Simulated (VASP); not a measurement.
Wanted: the native input for a VASP 6.6.1 run.

```yaml
Task: single point
Functional: PBE
Potentials_or_basis: VASP PAW PBE potentials, release 64 (Nd_3, Sc_sv, Sb), 4f in core
Cutoff: 500 eV
k_mesh: 6 × 6 × 4
Occupations: gaussian, width 0.1 eV
Spin: collinear spin
Starting_moments: "[0.0, 1.0, 0.0, 0.0] μB"
Dipole_correction: no
Mended: yes
Further_INCAR_settings: ALGO = Normal; EDIFF = 1e-06; NBANDS = 28
```

The structure of NdScSb2 lies in POSCAR:

```
NdScSb2
1.0
    4.3138220097      0.0000000000      0.0000000000
   -2.1569110049      3.7358794478      0.0000000000
    0.0000000000      0.0000000000      7.3873765997
Nd Sc Sb
1 1 2
Direct
    0.0000000000      0.0000000000      0.0000000000
    0.0000000000      0.0000000000      0.5000000000
    0.3333333333      0.6666666667      0.2737420028
    0.6666666667      0.3333333333      0.7262579972
```

The cell was built from a structure type or drawn by symmetry, and may not be a known phase.

The input as run:

INCAR

```
SYSTEM = NdScSb2
PREC = Accurate
ENCUT = 500
EDIFF = 1E-6
ISMEAR = 0
SIGMA = 0.1
LREAL = .False.
LASPH = .True.
NELM = 200
ALGO = Normal
ISIF = 2
LWAVE = .False.
LCHARG = .False.
ISPIN = 2
MAGMOM = 0 1 0 0
LORBIT = 11
LMAXMIX = 6
GGA = PE
NBANDS = 28
GGA_COMPAT = .False.
```

KPOINTS

```
regular mesh
0
Gamma
  6 6 4
  0 0 0
```

Potentials or basis: VASP PAW PBE potentials, release 64 (Nd_3, Sc_sv, Sb), 4f in core.

Run with:

```sh
$ cat potpaw_PBE.64/Nd_3/POTCAR potpaw_PBE.64/Sc_sv/POTCAR potpaw_PBE.64/Sb/POTCAR > POTCAR
$ mpirun -np 1 vasp_std > vasp.out
```

It gave:

```
Pressure                                              : 0.3 GPa
Largest force                                         : 0.031 eV/Å
Band gap on the k mesh                                : zero (filled and empty bands overlap)
Net moment                                            : 0.00 μB per cell
Valence electrons inside the program's atomic spheres : Nd 8.77; Sc 9.29; Sb 2.54
```

Caveat: the magnetic or orbital state may not be the lowest; spin-orbit coupling is left out, which moves the levels of the heavy elements; the 4f electrons are frozen in the core, so they carry no moment and show no levels.

Run time: 64 s on 1 thread of Intel(R) Xeon(R) 6975P-C (Granite Rapids), on a shared host, peak memory 0.35 GiB.
